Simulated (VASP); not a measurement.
Crystal: Zr3AlN4.

```
CELL_PARAMETERS angstrom
4.75482 0.00000 0.00000
0.00000 4.75482 0.00000
0.00000 0.00000 4.75482
ATOMIC_POSITIONS crystal
Zr 0.50000 0.00000 0.00000
Zr 0.00000 0.00000 0.50000
Zr 0.00000 0.50000 0.00000
Al 0.50000 0.50000 0.50000
N 0.00000 0.50000 0.50000
N 0.50000 0.50000 0.00000
N 0.00000 0.00000 0.00000
N 0.50000 0.00000 0.50000
```

* Program: VASP 6.6.1
* Task: relaxation of cell and atoms
* Functional: PBE
* Potentials or basis: VASP PAW PBE potentials, release 64 (Zr_sv, Al, N)
* Cutoff: 600 eV
* k mesh: 4 × 4 × 4
* Occupations: gaussian, width 0.1 eV
* Spin: no spin polarisation

At the start: pressure -23.7 GPa; volume 13.44 Å³/atom.

Problem. How do energy, volume and symmetry change on relaxing?

Solution. Over 4 steps the energy falls by 152.1 meV/atom and the volume is 11.63 Å³/atom (-13.4 %); space group Pm-3m (No. 221, to 0.1 Å) before and after.

Step by step:
```csv
step,energy change (eV),largest force (eV/Å),pressure (GPa),volume (Å³)
1,0.0000,0.0000,-23.75,107.50
2,0.6696,0.0000,51.48,79.40
3,-1.2148,0.0000,-1.34,93.49
4,-1.2170,0.0000,-0.30,93.05
```

Final structure:
```xyz
8
Lattice="4.5314 0.0000 0.0000 0.0000 4.5314 0.0000 0.0000 0.0000 4.5314" Properties=species:S:1:pos:R:3 pbc="T T T"
Zr    2.2657    0.0000    0.0000
Zr    0.0000    0.0000    2.2657
Zr    0.0000    2.2657    0.0000
Al    2.2657    2.2657    2.2657
N     0.0000    2.2657    2.2657
N     2.2657    2.2657    0.0000
N     0.0000    0.0000    0.0000
N     2.2657    0.0000    2.2657
```
